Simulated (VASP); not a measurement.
# P (Cmce) in VASP: single point with r2SCAN

Aim: the single point of P with r2SCAN.

Program: VASP 6.6.1. These are calculated values, not measurements. Logs are shortened: lines on timing, memory, paths and dates and some standing lists are left out, and cuts for length are marked.

## Step 1: The cell of the first run

It takes space group Cmce (No. 64, orthorhombic). The conventional cell has a = 3.316 Å, b = 10.484 Å, c = 4.423 Å, α = 90.00°, β = 90.00°, γ = 90.00°. P (site symmetry m) has 3 P at 2.21 to 2.24 Å within 2.9 Å.

## Step 2: Single point, r2SCAN

The input, POSCAR:

```
P
1.0
    1.6582000000     -5.2420000000      0.0000000000
    1.6582000000      5.2420000000      0.0000000000
    0.0000000000      0.0000000000      4.4230930000
P
4
Direct
    0.8991723893      0.1008276107      0.0842389664
    0.6008276107      0.3991723893      0.5842389664
    0.1008276107      0.8991723893      0.9157610336
    0.3991723893      0.6008276107      0.4157610336
```

The input, INCAR.step1:

```
ALGO     = Normal         # electronic algorithm
EDIFF    = 1E-4           # SCF threshold, eV
ENCUT    = 520            # plane-wave cutoff, eV
GGA      = PE             # functional
ISMEAR   = 0              # smearing method
LASPH    = T              # aspherical terms in the spheres
LCHARG   = F              # write CHGCAR
LREAL    = F              # projectors in reciprocal space
LWAVE    = T              # write WAVECAR
NBANDS   = 18             # bands
NELM     = 60             # most SCF steps
PREC     = Accurate       # precision mode
SIGMA    = 0.01           # smearing width, eV
```

The input, INCAR.step2:

```
ALGO     = Normal         # electronic algorithm
EDIFF    = 1E-6           # SCF threshold, eV
ENCUT    = 520            # plane-wave cutoff, eV
ISIF     = 2              # what is computed and relaxed
ISMEAR   = 0              # smearing method
ISTART   = 1            
LASPH    = T              # aspherical terms in the spheres
LCHARG   = F              # write CHGCAR
LMIXTAU  = T            
LREAL    = F              # projectors in reciprocal space
LWAVE    = F              # write WAVECAR
METAGGA  = R2SCAN         # meta-GGA
NBANDS   = 18             # bands
NELM     = 60             # most SCF steps
PREC     = Accurate       # precision mode
SIGMA    = 0.01           # smearing width, eV
```

The input, KPOINTS:

```
k-points
0
Gamma
  12 12 10
```

Potentials or basis: VASP PAW PBE potentials, release 64 (P).

Command:

```sh
$ cat potpaw_PBE.64/P/POTCAR > POTCAR
$ cp INCAR.step1 INCAR
$ mpirun -np 1 vasp_std > vasp.out
$ cp INCAR.step2 INCAR
$ mpirun -np 1 vasp_std > vasp.out
```

OUTCAR:

```text
EDIFF = 1E-6
   ENCUT = 520
   ISIF = 2
   ISMEAR = 0
   ISTART = 1
   LASPH = T
   LREAL = F
   METAGGA = R2SCAN
   NELM = 60
   PREC = Accurate

 ion  position               nearest neighbor table
   1  0.899  0.101  0.084-   4 2.21   4 2.21   3 2.24
   2  0.601  0.399  0.584-   3 2.21   3 2.21   4 2.24
   3  0.101  0.899  0.916-   2 2.21   2 2.21   1 2.24
   4  0.399  0.601  0.416-   1 2.21   1 2.21   2 2.24

  LATTYP: Found a base centered orthorhombic cell.
 ALAT       =     3.3164000000
 B/A-ratio  =     3.1612591967
 C/A-ratio  =     1.3337031118

  Lattice vectors:

 A1 = (   1.6582000000,  -5.2420000000,   0.0000000000)
 A2 = (   1.6582000000,   5.2420000000,   0.0000000000)
 A3 = (   0.0000000000,   0.0000000000,   4.4230930000)

Analysis of symmetry for initial positions (statically):
=====================================================================
 Subroutine PRICEL returns:
 Original cell was already a primitive cell.

 Routine SETGRP: Setting up the symmetry group for a
 base centered orthorhombic supercell.

 Subroutine GETGRP returns: Found  8 space group operations
 (whereof  4 operations were pure point group operations)
 out of a pool of  8 trial point group operations.

The static configuration has the point symmetry C_2h.
 The point group associated with its full space group is D_2h.

Analysis of symmetry for dynamics (positions and initial velocities):
=====================================================================
 Subroutine PRICEL returns:
 Original cell was already a primitive cell.

 Routine SETGRP: Setting up the symmetry group for a
 base centered orthorhombic supercell.

 Subroutine GETGRP returns: Found  8 space group operations
 (whereof  4 operations were pure point group operations)
 out of a pool of  8 trial point group operations.

The dynamic configuration has the point symmetry C_2h.
 The point group associated with its full space group is D_2h.

 Subroutine INISYM returns: Found  8 space group operations
 (whereof  4 operations are pure point group operations),
 and found     1 'primitive' translations

----------------------------------------------------------------------------------------

                                     Primitive cell

  volume of cell :      76.8936

  direct lattice vectors                    reciprocal lattice vectors
     1.658200000 -5.242000000  0.000000000     0.301531781 -0.095383441  0.000000000
     1.658200000  5.242000000  0.000000000     0.301531781  0.095383441  0.000000000
     0.000000000  0.000000000  4.423093000     0.000000000  0.000000000  0.226086135

  length of vectors
     5.498017028  5.498017028  4.423093000     0.316258464  0.316258464  0.226086135

  position of ions in fractional coordinates (direct lattice)
     0.899172389  0.100827611  0.084238966
     0.600827611  0.399172389  0.584238966
     0.100827611  0.899172389  0.915761034
     0.399172389  0.600827611  0.415761034

  ion indices of the primitive-cell ions
   primitive index   ion index
                 1           1
                 2           2
                 3           3
                 4           4

----------------------------------------------------------------------------------------

 KPOINTS: k-points

Automatic generation of k-mesh.
 Grid dimensions read from file:
 generate k-points for:   12   12   10

 Generating k-lattice:

  Cartesian coordinates                     Fractional coordinates (reciprocal lattice)
     0.025127648 -0.007948620  0.000000000     0.083333333  0.000000000  0.000000000
     0.025127648  0.007948620  0.000000000     0.000000000  0.083333333  0.000000000
     0.000000000  0.000000000  0.022608613     0.000000000  0.000000000  0.100000000

  Length of vectors
     0.026354872  0.026354872  0.022608613

  Shift w.r.t. Gamma in fractional coordinates (k-lattice)
     0.000000000  0.000000000  0.000000000

 Subroutine IBZKPT returns following result:
 ===========================================

 Found    258 irreducible k-points:

 Following reciprocal coordinates:
            Coordinates               Weight
  0.000000  0.000000  0.000000      1.000000
  0.083333  0.000000  0.000000      4.000000
  0.166667 -0.000000  0.000000      4.000000
  0.250000 -0.000000  0.000000      4.000000
  0.333333 -0.000000  0.000000      4.000000
  0.416667 -0.000000  0.000000      4.000000
[... 16 lines left out ...]
  0.500000  0.166667  0.000000      4.000000
 -0.416667  0.166667  0.000000      4.000000
 [... further k-points ...]
   k-points           NKPTS =    258   k-points in BZ     NKDIM =    258   number of bands    NBANDS=     18
   number of dos      NEDOS =    301   number of ions     NIONS =      4
   total plane-waves  NPLWV =  63504
   dimension x,y,z NGX =    42 NGY =   42 NGZ =   36
   dimension x,y,z NGXF=    84 NGYF=   84 NGZF=   72
   ions per type =               4
   NGX,Y,Z   is equivalent  to a cutoff of  12.70, 12.70, 13.53 a.u.
   NGXF,Y,Z  is equivalent  to a cutoff of  25.40, 25.40, 27.06 a.u.
 SYSTEM =  unknown system
   PREC   = accura    normal or accurate (medium, high low for compatibility)
   ISTART =      1    job   : 0-new  1-cont  2-samecut
   ICHARG =      0    charge: 1-file 2-atom 10-const
   ISPIN  =      1    spin polarized calculation?
   LNONCOLLINEAR =      F non collinear calculations
   LSORBIT =      F    spin-orbit coupling
   LASPH  =      T    aspherical Exc in radial PAW
   ENCUT  =  520.0 eV  38.22 Ry    6.18 a.u.  10.22 10.22  8.22*2*pi/ulx,y,z
   NELM   =     60;   NELMIN=  2; NELMDL=  0     # of ELM steps
   EDIFF  = 0.1E-05   stopping-criterion for ELM
   LREAL  =      F    real-space projection
   EDIFFG = 0.1E-04   stopping-criterion for IOM
   NSW    =      0    number of steps for IOM
   IBRION =     -1    ionic relax: 0-MD 1-quasi-New 2-CG
   NFREE  =      0    steps in history (QN), initial steepest desc. (CG)
   ISIF   =      2    stress and relaxation
   ISYM   =      2    0-nonsym 1-usesym 2-fastsym
   POTIM  = 0.5000    time-step for ionic-motion
   TEBEG  =    0.0;   TEEND  =   0.0 temperature during run
   PSTRESS=    0.0 pullay stress
   NELECT =      20.0000    total number of electrons
   NUPDOWN=      -1.0000    fix difference up-down
   EMIN   =  10.00;   EMAX   =-10.00  energy-range for DOS
   EFERMI =   0.00;   METHOD = LEGACY
   ISMEAR =     0;   SIGMA  =   0.01  broadening in eV -4-tet -1-fermi 0-gaus
   EFERMI_NEDOS =   21; number of points for ismear=-14 and -15
   IALGO  =     38    algorithm
   IMIX   =      4    mixing-type and parameters
     AMIX     =   0.40;   BMIX     =  1.00
     AMIX_MAG =   1.60;   BMIX_MAG =  1.00
  volume/ion in A,a.u.               =      19.22       129.73
  Fermi-wavevector in a.u.,A,eV,Ry     =   1.045013  1.974787 14.858258  1.092051
  Thomas-Fermi vector in A             =   2.179790
   LORBIT       =      0    0 simple, 1 ext, 2 COOP (PROOUT), +10 PAW based schemes
   METAGGA = R2SCAN    functional components
   LHFCALC =     F    Hartree Fock is set to
   AEXX    =    0.0000 exact exchange contribution
   IVDW    =     0    specifies the selected vdW correction
   LEPSILON=     F    determine dielectric tensor
   LRPA    =     F    only Hartree local field effects (RPA)
 non-spin polarized calculation
 Gauss-broadening in eV      SIGMA  =   0.01
  energy-cutoff  :      520.00
  volume of cell :       76.89
 maximum number of plane-waves:      2104
 NGX is ok and might be reduce to    42
   NGX = 21   NGY = 21   NGZ = 17

 number of electron      20.0000000 magnetization

 Free energy of the ion-electron system (eV)
  ---------------------------------------------------
  ext. energy  EPLUGINS =         0.00000000
  ---------------------------------------------------
  free energy    TOTEN  =       -35.89189444 eV

  energy without entropy =      -35.89189194  energy(sigma->0) =      -35.89189319

 E-fermi :   6.6851     XC(G=0): -10.2269

 val. band max:        6.6744257724   @ k =   0.5000   0.5000   0.0000
 cond. band min:       6.6958213196   @ k =   0.5000   0.5000   0.0000
 fundamental gap:      0.0213955472
 Fermi energy:         6.6851235476

 k-point     1 :       0.0000    0.0000    0.0000
  band No.  band energies     occupation
      1     -10.2303      2.00000
      2      -7.1015      2.00000
      3      -3.6714      2.00000
      4      -0.8380      2.00000
      5       1.3612      2.00000
      6       1.6134      2.00000
[... 10 lines left out ...]
     17      14.1505      0.00000
     18      14.4212      0.00000

 k-point     2 :       0.0833    0.0000    0.0000
  band No.  band energies     occupation
      1     -10.1402      2.00000
      2      -7.0208      2.00000
      3      -3.7204      2.00000
      4      -0.7550      2.00000
      5       1.3619      2.00000
      6       1.4312      2.00000
[... 10 lines left out ...]
     17      13.3309      0.00000
     18      14.1453      0.00000

 k-point     3 :       0.1667   -0.0000    0.0000
  band No.  band energies     occupation
      1      -9.8713      2.00000
      2      -6.7782      2.00000
      3      -3.9272      2.00000
      4      -0.5117      2.00000
      5       0.4894      2.00000
      6       0.8305      2.00000
[... 10 lines left out ...]
     17      11.9342      0.00000
     18      14.0528      0.00000

 k-point     4 :       0.2500   -0.0000    0.0000
  band No.  band energies     occupation
      1      -9.4276      2.00000
      2      -6.3735      2.00000
      3      -4.4225      2.00000
      4      -0.7201      2.00000
      5      -0.1306      2.00000
      6       0.2812      2.00000
[... 375 lines left out ...]
      4      -2.9190      2.00000
      5       0.4025      2.00000
      6       0.9237      2.00000
[... 10 lines left out ...]
     17      13.4408      0.00000
     18      13.6923      0.00000

 k-point    23 :       0.5000    0.1667    0.0000
  band No.  band energies     occupation
      1      -8.7132      2.00000
      2      -6.0667      2.00000
      3      -5.2801      2.00000
      4      -1.7669      2.00000
      5       0.1908      2.00000
      6       0.6689      2.00000
[... 10 lines left out ...]
     17      13.3916      0.00000
     18      13.6865      0.00000

 k-point    24 :      -0.4167    0.1667    0.0000
  band No.  band energies     occupation
      1      -9.3270      2.00000
      2      -6.6277      2.00000
      3      -4.4364      2.00000
      4      -0.5962      2.00000
      5       0.2171      2.00000
      6       0.2855      2.00000
[... 10 lines left out ...]
     17      12.1496      0.00000
     18      12.8654      0.00000

 [... further k-points ...]

------------------------ aborting loop because EDIFF is reached ----------------------------------------

  FORCE on cell =-STRESS in cart. coord.  units (eV):
  Direction    XX          YY          ZZ          XY          YZ          ZX
  --------------------------------------------------------------------------------------
  -------------------------------------------------------------------------------------
  Total       -0.1518955      0.7395211      0.3317357      0.0000000      0.0000000      0.0000000
  in kB       -3.1649399     15.4088831      6.9121440      0.0000000      0.0000000      0.0000000
  external PRESSURE =       6.3853624 kB  Pullay stress =       0.0000000 kB

 VOLUME and BASIS-vectors are now :
 -----------------------------------------------------------------------------
  energy-cutoff  :      520.00
  volume of cell :       76.89
      direct lattice vectors                 reciprocal lattice vectors
     1.658200000 -5.242000000  0.000000000     0.301531781 -0.095383441  0.000000000
     1.658200000  5.242000000  0.000000000     0.301531781  0.095383441  0.000000000
     0.000000000  0.000000000  4.423093000     0.000000000  0.000000000  0.226086135

 POSITION                                       TOTAL-FORCE (eV/Angst)
 -----------------------------------------------------------------------------------
      1.65820     -4.18492      0.37260         0.000000     -0.064100      0.078220
      1.65820     -1.05708      2.58414         0.000000      0.064100      0.078220
      1.65820      4.18492      4.05050         0.000000      0.064100     -0.078220
      1.65820      1.05708      1.83895         0.000000     -0.064100     -0.078220
 -----------------------------------------------------------------------------------
    total drift:                               -0.000000      0.000000     -0.000000

  FREE ENERGIE OF THE ION-ELECTRON SYSTEM (eV)
  ---------------------------------------------------
  free  energy   TOTEN  =       -35.8918944359 eV

  energy  without entropy=      -35.8918919409  energy(sigma->0) =      -35.89189319
```

Run time: 49 min. Hardware: 1 thread of Intel Xeon 8259CL, shared host; peak memory 0.42 GiB.

What came out:

| Property | Result |
| --- | --- |
| Free energy | -35.8919 eV |
| Pressure | 0.6 GPa |
| Largest force | 0.101 eV/Å |
| Band gap on the k mesh | 0.02 eV |

Forces on the atoms (eV/Å):
```
P    0.000 -0.064  0.078
P    0.000  0.064  0.078
P    0.000  0.064 -0.078
P    0.000 -0.064 -0.078
```

Levels at points of the mesh, in eV from the valence-band top:
```tsv
k point	band 6	band 7	band 8	band 9	band 10	band 11	band 12	band 13	band 14	band 15
(0.00, 0.00, 0.00)	-5.06	-4.62	-3.18	-3.08	-1.68	0.57	1.04	1.82	2.90	5.42
(0.50, 0.00, 0.00)	-5.97	-3.78	-3.78	-3.00	-3.00	0.76	0.76	1.28	1.28	3.40
(0.50, 0.50, 0.00)	-5.91	-4.79	-2.79	-1.81	0.00	0.02	0.62	2.19	2.70	5.73
(0.00, 0.00, 0.50)	-5.13	-3.75	-3.75	-1.73	-1.73	1.40	1.40	2.60	2.60	4.97
(0.50, 0.00, 0.50)	-6.21	-5.91	-5.91	-2.24	-2.24	1.66	1.66	3.82	3.82	5.53
(0.50, 0.50, 0.50)	-3.79	-2.98	-2.98	-2.03	-2.03	1.36	1.36	2.69	2.69	3.01
```

Caveat: semilocal functionals underestimate gaps, and a narrow one can read as zero; the PAW data sets were made with another functional, which shifts forces and pressure a little. A k mesh can miss the band edges.
